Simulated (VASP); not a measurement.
W: single point with PBEsol

Crystal: W.

```xyz
1
Lattice="0.0000 1.9990 1.9990 1.9990 0.0000 1.9990 1.9990 1.9990 0.0000" Properties=species:S:1:pos:R:3 pbc="T T T"
W     0.0000    0.0000    0.0000
```

This isn't the form of W at room conditions, which is bcc.

| Property | Result |
| --- | --- |
| Program | VASP 6.6.1 |
| Task | single point |
| Functional | PBEsol |
| Potentials or basis | VASP PAW PBE potentials, release 64 (W_sv) |
| Cutoff | 500 eV |
| k mesh | 18 × 18 × 18 |
| Occupations | gaussian, width 0.1 eV |
| Spin | no spin polarisation |

- Pressure: 0.7 GPa
- Band gap on the k mesh: zero (bands 7 and 8 overlap by 3.82 eV)

Levels at points of the mesh, in eV from the Fermi level:
```csv
k point,band 3,band 4,band 5,band 6,band 7,band 8,band 9,band 10,band 11,band 12
"(0.00, 0.00, 0.00)",-37.16,-37.16,-9.13,-0.58,-0.58,-0.58,2.66,2.66,12.87,18.19
"(0.50, 0.00, 0.00)",-37.32,-37.32,-5.74,-0.83,-0.83,0.75,5.25,5.25,10.70,12.51
"(0.50, 0.50, 0.00)",-37.61,-37.61,-5.68,-4.68,3.23,5.21,6.02,6.02,11.98,11.98
```

Wall time 11 s on 1 thread of Intel(R) Xeon(R) 6975P-C (Granite Rapids) (shared host), peak memory 0.16 GiB.

Caveat: the PAW data sets were made with another functional, which shifts forces and pressure a little; spin-orbit coupling is left out, which moves the levels of the heavy elements.
